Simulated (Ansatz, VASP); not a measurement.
Zr in VASP and in Ansatz

INCAR

```
ALGO     = Fast           # electronic algorithm
EDIFF    = 1E-6           # SCF threshold, eV
ENCUT    = 520            # plane-wave cutoff, eV
GGA      = PE             # functional
ISIF     = 2              # what is computed and relaxed
ISMEAR   = 0              # smearing method
LASPH    = True           # aspherical terms in the spheres
LCHARG   = False          # write CHGCAR
LREAL    = False          # projectors in reciprocal space
LWAVE    = False          # write WAVECAR
NBANDS   = 32             # bands
NELM     = 60             # most SCF steps
PREC     = Accurate       # precision mode
SIGMA    = 0.1            # smearing width, eV
```

Contents of KPOINTS:

```
k-points
0
Gamma
  6 6 2
```

Contents of POSCAR:

```
Zr
1.0
    3.3021674131      0.0000000000      0.0000000000
   -1.6510837065      2.8597608673      0.0000000000
    0.0000000000      0.0000000000     10.6501416655
Zr
4
Direct
    0.0000000000      0.0000000000      0.0000000000
    0.0000000000      0.0000000000      0.5000000000
    0.3333333333      0.6666666667      0.7500000000
    0.6666666667      0.3333333333      0.2500000000
```

Input for Ansatz:

```yaml
crystal:
  lattice:
    - [3.3021674131, 0.0, 0.0]
    - [-1.6510837065, 2.8597608673, 0.0]
    - [0.0, 0.0, 10.6501416655]
  atoms:
    - { symbol: Zr, position: [0.0, 0.0, 0.0] }
    - { symbol: Zr, position: [0.0, 0.0, 0.5] }
    - { symbol: Zr, position: [0.3333333333, 0.6666666667, 0.75] }
    - { symbol: Zr, position: [0.6666666667, 0.3333333333, 0.25] }
basis:
  ecutwfc: 420
kpoints:
  mp_grid: { grid: [6, 6, 2] }
hamiltonian:
  xc: pbe
scf:
  occupations: { method: gaussian, width: 0.1 }
  lower_state_search: "off"
output:
  forces: true
  stress: true
  eigenvalues: true
```

Alike in both runs: task single point; functional PBE; k mesh 6 × 6 × 2; occupations gaussian, width 0.1 eV; no spin polarisation.

```csv
,VASP,Ansatz
version,VASP 6.6.1,Ansatz 0.2.0
potentials or method,"VASP PAW PBE potentials, release 64 (Zr_sv), cutoff 520 eV","scalar-relativistic, plane waves, PAW"
valence electrons in the cell,48,48
```

|  | VASP | Ansatz | Ansatz less VASP |
| --- | --- | --- | --- |
| gap on the k mesh at the Fermi level (eV) | none | none | - |
| pressure (GPa) | -5.9 | -5.9 | 0.00 |
| traceless stress, the component that is largest in VASP (GPa) | 0.15 | 0.15 | +0.001 |

A gap of «none» marks a metal or a gap that the smearing closes.

The k mesh is coarse, so the values compare programs but aren't converged.
